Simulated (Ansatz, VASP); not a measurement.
Co: VASP beside Ansatz

The input INCAR:

```
SYSTEM = Co
  PREC = Accurate
  ENCUT = 520
  EDIFF = 1E-8
  ISMEAR = -1
  SIGMA = 0.05
  LREAL = .FALSE.
  LASPH = .TRUE.
  NELM = 150
  ALGO = Normal
  ISIF = 2
  LWAVE = .FALSE.
  LCHARG = .FALSE.
  ISPIN = 2
  MAGMOM = 2 2
  LORBIT = 11
  LMAXMIX = 4
  GGA = PS
  LEFG = .TRUE.
  NBANDS = 20
```

The input KPOINTS:

```
regular mesh
0
G
  19 19 10
  0 0 0
```

The input POSCAR:

```
Co
1.0
    2.5190008694      0.0000000000      0.0000000000
   -1.2595004347      2.1815187451      0.0000000000
    0.0000000000      0.0000000000      4.0910000000
Co
2
Direct
    0.3333333333      0.6666666667      0.2500000000
    0.6666666667      0.3333333333      0.7500000000
```

Input for Ansatz:

```yaml
crystal:
  lattice:
    - [2.5190008694, 0.0, 0.0]
    - [-1.2595004347, 2.1815187451, 0.0]
    - [0.0, 0.0, 4.091]
  atoms:
    - { symbol: Co, position: [0.3333333333, 0.6666666667, 0.25], spin: 2.0 }
    - { symbol: Co, position: [0.6666666667, 0.3333333333, 0.75], spin: 2.0 }
magnetization:
  spin_polarized: true
kpoints:
  mp_grid: { grid: [19, 19, 10] }
  band_path:
    path:
      - [0.0, 0.0, 0.0]
      - [0.5, 0.0, 0.0]
      - [0.3333333333, 0.3333333333, 0.0]
      - [0.0, 0.0, 0.0]
      - [0.0, 0.0, 0.5]
      - [0.5, 0.0, 0.5]
      - [0.3333333333, 0.3333333333, 0.5]
      - [0.0, 0.0, 0.5]
      - [0.5, 0.0, 0.5]
    npoints: 8
scf:
  occupations: { method: fermi_dirac, width: 0.05 }
hamiltonian:
  xc: pbesol
  pseudopotentials: { kind: all_electron, datasets: crystal }
output:
  forces: true
  stress: true
  eigenvalues: true
  efg: { contact_densities: true }
```

Alike in both runs: task electric field gradients; functional PBEsol; k mesh 19 × 19 × 10; occupations fermi-dirac, width 0.05 eV; collinear spin.

|  | VASP | Ansatz |
| --- | --- | --- |
| version | VASP 6.6.1 | Ansatz 0.2.0 |
| potentials or method | VASP PAW PBE potentials, release 64 (Co), cutoff 520 eV | all-electron PAW with datasets made for the crystal, scalar-relativistic |

```csv
,VASP,Ansatz,Ansatz less VASP
pressure (GPa),-16.6,-16.2,+0.43
"traceless stress, the component that is largest in VASP (GPa)",-0.99,-0.88,+0.112
net moment per atom (μB),1.63,1.64,+0.010
size of the moment on the site where the two differ most (μB),1.66,1.72,+0.061
size of Vzz on the site where it differs most (V/Å²),2.0,1.7,-0.25
```

VASP's potentials were made for PBE, not for PBEsol. Site moments also hang on the region over which each program counts them. Ansatz ran all-electron here, and VASP with PAW potentials. Ansatz's warnings: band levels unverified, stability check not made.
